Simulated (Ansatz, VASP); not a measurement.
# Tl in VASP and in Ansatz

INCAR

```
SYSTEM = Tl
PREC = Accurate
ENCUT = 520
EDIFF = 1E-6
ISMEAR = 0
SIGMA = 0.1
LREAL = .False.
LASPH = .True.
NELM = 100
ALGO = Normal
ISIF = 2
LWAVE = .False.
LCHARG = .False.
GGA = PE
NBANDS = 26
```

Contents of KPOINTS:

```
regular mesh
0
Gamma
  15 15 15
  0 0 0
```

Contents of POSCAR:

```
Tl
1.0
    1.7737851537      1.0240953360      8.7012208934
   -1.7737851537      1.0240953360      8.7012208934
    0.0000000000     -2.0481906720      8.7012208934
Tl
3
Direct
    0.0000000000      0.0000000000      0.0000000000
    0.2283719884      0.2283719884      0.2283719884
    0.7716280116      0.7716280116      0.7716280116
```

Input for Ansatz:

```yaml
crystal:
  lattice:
    - [1.7737851537, 1.024095336, 8.7012208934]
    - [-1.7737851537, 1.024095336, 8.7012208934]
    - [0.0, -2.048190672, 8.7012208934]
  atoms:
    - { symbol: Tl, position: [0.0, 0.0, 0.0] }
    - { symbol: Tl, position: [0.2283719884, 0.2283719884, 0.2283719884] }
    - { symbol: Tl, position: [0.7716280116, 0.7716280116, 0.7716280116] }
basis:
  ecutwfc: 420
kpoints:
  mp_grid: { grid: [15, 15, 15] }
hamiltonian:
  xc: pbe
scf:
  occupations: { method: gaussian, width: 0.1 }
output:
  forces: true
  stress: true
  eigenvalues: true
  write_density: true
  write_potential: true
  elf: true
  volumetric_format: npy
```

Alike in both runs: task single point; functional PBE; k mesh 15 × 15 × 15; occupations gaussian, width 0.1 eV; no spin polarisation.

|  | VASP | Ansatz |
| --- | --- | --- |
| version | VASP 6.6.1 | Ansatz 0.2.0 |
| potentials or method | VASP PAW PBE potentials, release 64 (Tl_d), cutoff 520 eV | scalar-relativistic, plane waves, PAW |
| valence electrons in the cell | 39 | 39 |

|  | VASP | Ansatz | Ansatz less VASP |
| --- | --- | --- | --- |
| gap on the k mesh at the Fermi level (eV) | none | none | - |
| pressure (GPa) | 0.1 | 0.1 | +0.06 |
| traceless stress, the component that is largest in VASP (GPa) | 0.27 | 0.27 | +0.001 |
| rms of the force components (eV/Å) | 0.177 | 0.176 | -0.0001 |

Atom by atom the forces differ by 0.000 eV/Å (rms over components). A gap of «none» marks a metal or a gap that the smearing closes.

Neither program's run includes spin-orbit coupling.
